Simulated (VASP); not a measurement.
Crystal: Ge3S.

```
Ge S
1.0
     5.30839    0.00000    0.00000
     0.00000    5.30839    0.00000
     0.00000    0.00000    5.30839
Ge S
6 2
Direct
  0.50000 0.25000 0.00000
  0.50000 0.75000 0.00000
  0.25000 0.00000 0.50000
  0.75000 0.00000 0.50000
  0.00000 0.50000 0.25000
  0.00000 0.50000 0.75000
  0.50000 0.50000 0.50000
  0.00000 0.00000 0.00000
```

The cell was generated, and may not be a known phase.

```yaml
Program: VASP 6.6.1
Task: relaxation of cell and atoms
Functional: PBE
Potentials_or_basis: VASP PAW PBE potentials, release 64 (Ge_d, S)
Cutoff: 600 eV
k_mesh: 8 × 8 × 8
Occupations: gaussian, width 0.1 eV
Spin: no spin polarisation
```

At the start: pressure 3.0 GPa; volume 18.70 Å³/atom.

Problem. Where does the relaxation end?

Solution. Over 3 steps the energy falls by 7.5 meV/atom and the volume is 19.55 Å³/atom (+4.5 %); space group Pm-3n (No. 223, to 0.1 Å) before and after.

Step by step:
| step | energy change (eV) | largest force (eV/Å) | pressure (GPa) | volume (Å³) |
| --- | --- | --- | --- | --- |
| 1 | 0.0000 | 0.0000 | 2.99 | 149.59 |
| 2 | -0.0588 | 0.0000 | -0.32 | 157.28 |
| 3 | -0.0599 | 0.0000 | -0.02 | 156.37 |

Final structure:
```xyz
8
Lattice="5.3875 0.0000 0.0000 0.0000 5.3875 0.0000 0.0000 0.0000 5.3875" Properties=species:S:1:pos:R:3 pbc="T T T"
Ge    2.6937    1.3469    0.0000
Ge    2.6937    4.0406    0.0000
Ge    1.3469    0.0000    2.6937
Ge    4.0406    0.0000    2.6937
Ge    0.0000    2.6937    1.3469
Ge    0.0000    2.6937    4.0406
S     2.6937    2.6937    2.6937
S     0.0000    0.0000    0.0000
```
